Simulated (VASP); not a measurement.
Input of a VASP 6.6.1 run:

POSCAR

```
SnSe2
1.0
    3.7868978365      0.0000000000      0.0000000000
   -1.8934489183      3.2795497280      0.0000000000
    0.0000000000      0.0000000000      6.2872481314
Sn Se
1 2
Direct
    0.0000000000      0.0000000000      0.0000000000
    0.3333333333      0.6666666667      0.2527019009
    0.6666666667      0.3333333333      0.7472980991
```

INCAR.step1

```
SYSTEM = SnSe2
PREC     = Accurate       ! precision mode
ENCUT    = 520            ! plane-wave cutoff, eV
ISMEAR   = 0              ! smearing method
SIGMA    = 0.01           ! smearing width, eV
LREAL    = .False.        ! projectors in reciprocal space
LASPH    = .True.         ! aspherical terms in the spheres
NELM     = 60             ! most SCF steps
NBANDS   = 20             ! bands
GGA      = PE             ! functional
ALGO     = Normal         ! electronic algorithm
EDIFF    = 1E-4           ! SCF threshold, eV
LWAVE    = .True.         ! write WAVECAR
LCHARG   = .False.        ! write CHGCAR
```

The input INCAR.step2:

```
SYSTEM = SnSe2
PREC     = Accurate       ! precision mode
ENCUT    = 520            ! plane-wave cutoff, eV
EDIFF    = 1E-6           ! SCF threshold, eV
ISMEAR   = 0              ! smearing method
SIGMA    = 0.01           ! smearing width, eV
LREAL    = .False.        ! projectors in reciprocal space
LASPH    = .True.         ! aspherical terms in the spheres
NELM     = 60             ! most SCF steps
ALGO     = Normal         ! electronic algorithm
ISIF     = 2              ! what is computed and relaxed
LWAVE    = .False.        ! write WAVECAR
LCHARG   = .True.         ! write CHGCAR
METAGGA  = R2SCAN         ! meta-GGA
LMIXTAU  = .True.       
LELF     = .True.         ! ELF
LVHAR    = .True.       
NBANDS   = 20             ! bands
ISTART   = 1
```

File KPOINTS:

```
regular mesh
0
Gamma
  12 12 4
  0 0 0
```

Potentials or basis: VASP PAW PBE potentials, release 64 (Sn_d, Se).

Run with:

```bash
$ cat potpaw_PBE.64/Sn_d/POTCAR potpaw_PBE.64/Se/POTCAR > POTCAR
$ cp INCAR.step1 INCAR
$ mpirun -np 1 vasp_std > vasp.out
$ cp INCAR.step2 INCAR
$ mpirun -np 1 vasp_std > vasp.out
```

(1) Predict the pressure.

(2) What does it give for the largest force?

(3) What does it give for the band gap on the k mesh?

Results:

(1) 1.9 GPa.

(2) 0.019 eV/Å.

(3) 0.98 eV (least direct gap 1.49 eV).

Caveat: the cell differs from its parent crystal (epitaxial xy strain -1.0%); the PAW data sets were made with another functional, which shifts forces and pressure a little; spin-orbit coupling is left out, which moves the levels of the heavy elements.
